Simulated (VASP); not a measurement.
# BeS (Fm-3m) in VASP: G0W0 quasiparticle levels with PBE

Aim: the G0W0 quasiparticle levels of BeS with PBE.

Everything below comes from runs of VASP 6.6.1. Logs are shortened: lines on timing, memory, paths and dates and some standing lists are left out, and cuts for length are marked.

**1. The cell of the first run**

Symmetry: Fm-3m, No. 225, cubic system. Conventional cell: a = 4.635 Å, b = 4.635 Å, c = 4.635 Å, α = 90.00°, β = 90.00°, γ = 90.00°. Within 3.1 Å of Be (site symmetry m-3m) lie 6 S at 2.32 Å. Within 3.1 Å of S (site symmetry m-3m) lie 6 Be at 2.32 Å.

**2. G0W0 quasiparticle levels, PBE**

Input file POSCAR:

```
BeS
1.0
    0.0000000000      2.3172971938      2.3172971938
    2.3172971938      0.0000000000      2.3172971938
    2.3172971938      2.3172971938      0.0000000000
Be S
1 1
Direct
    0.0000000000      0.0000000000      0.0000000000
    0.5000000000      0.5000000000      0.5000000000
```

Input file INCAR.step1:

```
SYSTEM = BeS
  PREC = Accurate
  ENCUT = 500
  EDIFF = 1E-8
  ISMEAR = 0
  SIGMA = 0.01
  LREAL = .False.
  LASPH = .True.
  NELM = 80
  ALGO = Normal
  LWAVE = .True.
  LCHARG = .False.
  GGA = PE
```

Input file INCAR.step2:

```
SYSTEM = BeS
  PREC = Accurate
  ENCUT = 500
  EDIFF = 1E-8
  ISMEAR = 0
  SIGMA = 0.01
  LREAL = .False.
  LASPH = .True.
  NELM = 1
  ALGO = Exact
  LWAVE = .True.
  LCHARG = .False.
  GGA = PE
  NBANDS = 78
  LOPTICS = .True.
  ISTART = 1
```

Input file INCAR.step3:

```
SYSTEM = BeS
  PREC = Accurate
  ENCUT = 500
  EDIFF = 1E-8
  ISMEAR = 0
  SIGMA = 0.01
  LREAL = .False.
  LASPH = .True.
  ALGO = EVGW0
  LWAVE = .False.
  LCHARG = .False.
  GGA = PE
  NELMGW = 1
  NBANDS = 78
  ENCUTGW = 120.0
  NOMEGA = 96
  PRECFOCK = Fast
  ISTART = 1
  NBANDSGW = 12
  OMEGAMAX = 20
```

Input file KPOINTS:

```
regular mesh
0
Gamma
  6 6 6
  0 0 0
```

Potentials or basis: VASP PAW PBE potentials, release 64 (Be_GW, S_GW).

On the command line:

```
$ cat potpaw_PBE.64/Be_GW/POTCAR potpaw_PBE.64/S_GW/POTCAR > POTCAR
$ cp INCAR.step1 INCAR
$ mpirun -np 1 vasp_std > vasp.out
$ cp INCAR.step2 INCAR
$ mpirun -np 1 vasp_std > vasp.out
$ cp INCAR.step3 INCAR
$ mpirun -np 1 vasp_std > vasp.out
```

OUTCAR:

```text
SYSTEM = BeS
   PREC = Accurate
   ENCUT = 500
   EDIFF = 1E-8
   ISMEAR = 0
   LREAL = .False.
   LASPH = .True.
   GGA = PE
   NELMGW = 1
   ENCUTGW = 120.0
   PRECFOCK = Fast
   ISTART = 1

 ion  position               nearest neighbor table
   1  0.000  0.000  0.000-   2 2.32   2 2.32   2 2.32   2 2.32   2 2.32   2 2.32
   2  0.500  0.500  0.500-   1 2.32   1 2.32   1 2.32   1 2.32   1 2.32   1 2.32

  LATTYP: Found a face centered cubic cell.
 ALAT       =     4.6345943876

  Lattice vectors:

 A1 = (   0.0000000000,   2.3172971938,   2.3172971938)
 A2 = (   2.3172971938,   0.0000000000,   2.3172971938)
 A3 = (   2.3172971938,   2.3172971938,   0.0000000000)

Analysis of symmetry for initial positions (statically):
=====================================================================
 Subroutine PRICEL returns:
 Original cell was already a primitive cell.

 Routine SETGRP: Setting up the symmetry group for a
 face centered cubic supercell.

 Subroutine GETGRP returns: Found 48 space group operations
 (whereof 48 operations were pure point group operations)
 out of a pool of 48 trial point group operations.

The static configuration has the point symmetry O_h .

Analysis of symmetry for dynamics (positions and initial velocities):
=====================================================================
 Subroutine PRICEL returns:
 Original cell was already a primitive cell.

 Routine SETGRP: Setting up the symmetry group for a
 face centered cubic supercell.

 Subroutine GETGRP returns: Found 48 space group operations
 (whereof 48 operations were pure point group operations)
 out of a pool of 48 trial point group operations.

The dynamic configuration has the point symmetry O_h .

 Subroutine INISYM returns: Found 48 space group operations
 (whereof 48 operations are pure point group operations),
 and found     1 'primitive' translations

----------------------------------------------------------------------------------------

                                     Primitive cell

  volume of cell :      24.8872

  direct lattice vectors                    reciprocal lattice vectors
     0.000000000  2.317297194  2.317297194    -0.215768612  0.215768612  0.215768612
     2.317297194  0.000000000  2.317297194     0.215768612 -0.215768612  0.215768612
     2.317297194  2.317297194  0.000000000     0.215768612  0.215768612 -0.215768612

  length of vectors
     3.277153120  3.277153120  3.277153120     0.373722199  0.373722199  0.373722199

  position of ions in fractional coordinates (direct lattice)
     0.000000000  0.000000000  0.000000000
     0.500000000  0.500000000  0.500000000

  ion indices of the primitive-cell ions
   primitive index   ion index
                 1           1
                 2           2

----------------------------------------------------------------------------------------

 KPOINTS: regular mesh

Automatic generation of k-mesh.
 Grid dimensions read from file:
 generate k-points for:    6    6    6

 Generating k-lattice:

  Cartesian coordinates                     Fractional coordinates (reciprocal lattice)
    -0.035961435  0.035961435  0.035961435     0.166666667  0.000000000  0.000000000
     0.035961435 -0.035961435  0.035961435     0.000000000  0.166666667  0.000000000
     0.035961435  0.035961435 -0.035961435     0.000000000  0.000000000  0.166666667

  Length of vectors
     0.062287033  0.062287033  0.062287033

  Shift w.r.t. Gamma in fractional coordinates (k-lattice)
     0.000000000  0.000000000  0.000000000

 Subroutine IBZKPT returns following result:
 ===========================================

 Found     16 irreducible k-points:

 Following reciprocal coordinates:
            Coordinates               Weight
  0.000000  0.000000  0.000000      1.000000
  0.166667  0.000000  0.000000      8.000000
  0.333333  0.000000  0.000000      8.000000
  0.500000  0.000000  0.000000      4.000000
  0.166667  0.166667  0.000000      6.000000
  0.333333  0.166667  0.000000     24.000000
[... 8 lines left out ...]
 -0.333333  0.333333  0.166667     24.000000
 -0.333333  0.500000  0.166667     12.000000
   k-points           NKPTS =     16   k-points in BZ     NKDIM =    216   number of bands    NBANDS=     78
   number of dos      NEDOS =    301   number of ions     NIONS =      2
   total plane-waves  NPLWV =  13824
   dimension x,y,z NGX =    24 NGY =   24 NGZ =   24
   dimension x,y,z NGXF=    48 NGYF=   48 NGZF=   48
   ions per type =               1   1
   NGX,Y,Z   is equivalent  to a cutoff of  12.17, 12.17, 12.17 a.u.
   NGXF,Y,Z  is equivalent  to a cutoff of  24.35, 24.35, 24.35 a.u.
 SYSTEM =  BeS
   PREC   = accura    normal or accurate (medium, high low for compatibility)
   ISTART =      1    job   : 0-new  1-cont  2-samecut
   ICHARG =      0    charge: 1-file 2-atom 10-const
   ISPIN  =      1    spin polarized calculation?
   LNONCOLLINEAR =      F non collinear calculations
   LSORBIT =      F    spin-orbit coupling
   LASPH  =      T    aspherical Exc in radial PAW
   ENCUT  =  500.0 eV  36.75 Ry    6.06 a.u.   5.98  5.98  5.98*2*pi/ulx,y,z
   NELM   =     60;   NELMIN=  2; NELMDL=  0     # of ELM steps
   EDIFF  = 0.1E-07   stopping-criterion for ELM
   LREAL  =      F    real-space projection
   EDIFFG = 0.1E-06   stopping-criterion for IOM
   NSW    =      0    number of steps for IOM
   IBRION =     -1    ionic relax: 0-MD 1-quasi-New 2-CG
   NFREE  =      0    steps in history (QN), initial steepest desc. (CG)
   ISIF   =      0    stress and relaxation
   ISYM   =      3    0-nonsym 1-usesym 2-fastsym
   POTIM  = 0.5000    time-step for ionic-motion
   TEBEG  =    0.0;   TEEND  =   0.0 temperature during run
   PSTRESS=    0.0 pullay stress
   NELECT =       8.0000    total number of electrons
   NUPDOWN=      -1.0000    fix difference up-down
   EMIN   =  10.00;   EMAX   =-10.00  energy-range for DOS
   EFERMI =   0.00;   METHOD = LEGACY
   ISMEAR =     0;   SIGMA  =   0.01  broadening in eV -4-tet -1-fermi 0-gaus
   EFERMI_NEDOS =   21; number of points for ismear=-14 and -15
   IALGO  =     38    algorithm
   IMIX   =      4    mixing-type and parameters
     AMIX     =   0.40;   BMIX     =  1.00
     AMIX_MAG =   1.60;   BMIX_MAG =  1.00
  volume/ion in A,a.u.               =      12.44        83.97
  Fermi-wavevector in a.u.,A,eV,Ry     =   1.121450  2.119232 17.111356  1.257649
  Thomas-Fermi vector in A             =   2.258103
   LORBIT       =      0    0 simple, 1 ext, 2 COOP (PROOUT), +10 PAW based schemes
   GGA     = PE    functional components
   LHFCALC =     T    Hartree Fock is set to
   PRECFOCK=fast      Normal, Fast or Accurate (Low or Medium for compatibility)
   ENCUT4O =  -1.0   cutoff for four orbital integrals eV
   NKREDX  =     1    reduce k-point grid by
   NKREDY  =     1    reduce k-point grid by
   NKREDZ  =     1    reduce k-point grid by
   AEXX    =    1.0000 exact exchange contribution
   HFSCREEN=    0.0000 screening length (either q_TF or 0.3 A-1)
   HFSCREENC=   0.0000 screening length for correlation (either q_TF or 0.3 A-1)
   ENCUTFOCK=  -1.0 apply spherical cutoff to Coloumb kernel
   IVDW    =     0    specifies the selected vdW correction
   LEPSILON=     F    determine dielectric tensor
   LRPA    =     F    only Hartree local field effects (RPA)
   LRPAFORCE           =     F    calculate RPA forces
   ENCUTGW             = 120.0    cutoff for response function in eV
   ENCUTGWSOFT         =  96.0    soft cutoff for Coulomb kernel in GW response function in eV
   ENCUTLF             =  -1.0    cutoff for local field effects
   NELMGW              =     1    number of iterations in solving QP/BSE equation
   NELMHF              =     1    number of iterations in the inner HF iteration
   NKREDLFX            =     1    NKREDLFY  =   1   NKREDLFZ  =   1
 non-spin polarized calculation
 Gauss-broadening in eV      SIGMA  =   0.01
  energy-cutoff  :      500.00
  volume of cell :       24.89
 maximum number of plane-waves:       641
  NGX = 14; NGY = 14; NGZ = 14
   NGX = 11   NGY = 11   NGZ = 11
 maximum number of plane-waves:        80
 NGX is ok and might be reduce to    14

 QP shifts <psi_nk| G(iteration)W_0 |psi_nk>: iteration 1
 for sc-GW calculations column KS-energies equals QP-energies in previous step
 and V_xc(KS)=  KS-energies - (<T + V_ion + V_H > + <T+V_H+V_ion>^1  + <V_x>^1)

 k-point   1 :       0.0000    0.0000    0.0000
  band No.  KS-energies  QP-energies   sigma(KS)   V_xc(KS)     V^pw_x(r,r')   Z            occupation Imag(sigma)

      1      -8.9317      -9.5431     -13.5435     -12.6605     -21.3340       0.6924       2.0000       1.5108
      2       5.8614       5.3436     -14.1634     -13.4927     -15.9374       0.7719       2.0000       0.0336
      3       5.8614       5.3436     -14.1634     -13.4927     -15.9374       0.7719       2.0000       0.0336
      4       5.8614       5.3436     -14.1634     -13.4927     -15.9374       0.7719       2.0000       0.0336
      5      11.4373      11.8382     -11.1960     -11.7176      -6.2628       0.7687       0.0000      -0.0807
      6      14.9105      15.3368     -10.3534     -10.8992      -5.2866       0.7811       0.0000      -0.1103
      7      14.9105      15.3368     -10.3534     -10.8992      -5.2866       0.7811       0.0000      -0.1103
      8      14.9105      15.3368     -10.3534     -10.8992      -5.2866       0.7811       0.0000      -0.1103
      9      15.7423      16.1280      -9.9336     -10.4569      -3.4152       0.7369       0.0000      -0.3042
     10      15.7423      16.1280      -9.9336     -10.4569      -3.4152       0.7369       0.0000      -0.3042
     11      15.7423      16.1280      -9.9336     -10.4569      -3.4152       0.7369       0.0000      -0.3042
     12      18.0853      18.5969     -11.3871     -12.0569      -5.4198       0.7638       0.0000      -0.4404

 k-point   2 :       0.1667    0.0000    0.0000
  band No.  KS-energies  QP-energies   sigma(KS)   V_xc(KS)     V^pw_x(r,r')   Z            occupation Imag(sigma)
[... 225 lines left out ...]
      1      -5.6079      -6.0377     -14.5905     -13.9964     -21.4679       0.7235       2.0000       1.0271
      2       0.0059      -0.6905     -12.5214     -11.5573     -16.2280       0.7224       2.0000       0.1994
      3       1.6679       0.9854     -12.8422     -11.9187     -15.8383       0.7391       2.0000       0.1059
      4       2.3756       1.7163     -12.8266     -11.9421     -15.4387       0.7454       2.0000       0.0801
      5       9.2766       9.6052     -10.7948     -11.2180      -6.5594       0.7764       0.0000      -0.0574
      6      13.0478      13.3953     -10.3310     -10.7731      -5.5028       0.7861       0.0000      -0.0811
      7      13.7700      14.2594     -10.8400     -11.4908      -5.1965       0.7520       0.0000      -0.1702
      8      17.6846      18.2375     -11.5525     -12.2867      -5.3845       0.7531       0.0000      -0.2803
      9      18.5486      19.0277     -10.7208     -11.3723      -3.6896       0.7352       0.0000      -0.5355
     10      20.7031      21.1717     -10.2547     -10.8690      -3.1805       0.7628       0.0000      -0.7136
     11      23.7281      24.4070     -12.1221     -13.0491      -4.7923       0.7324       0.0000      -0.6402
     12      24.7008      25.3105     -11.8551     -12.6641      -4.3191       0.7536       0.0000      -1.1252
```

Wall time 1.7 min (1 thread of Intel Xeon 6975P-C (Granite Rapids), shared host); peak memory 0.39 GiB.

Results:

* Quasiparticle gap: 1.69 eV
* Least direct quasiparticle gap: 5.02 eV
* Band gap of the starting levels on the mesh: 0.97 eV
* Least direct gap of the starting levels on the mesh: 4.14 eV

Caveat: the k points lie up to 0.39 Å⁻¹ apart; bands, screening cutoff and mesh are small and nothing is extrapolated, so the quasiparticle values aren't converged; the structure was generated, so it needn't be the stable form of BeS.
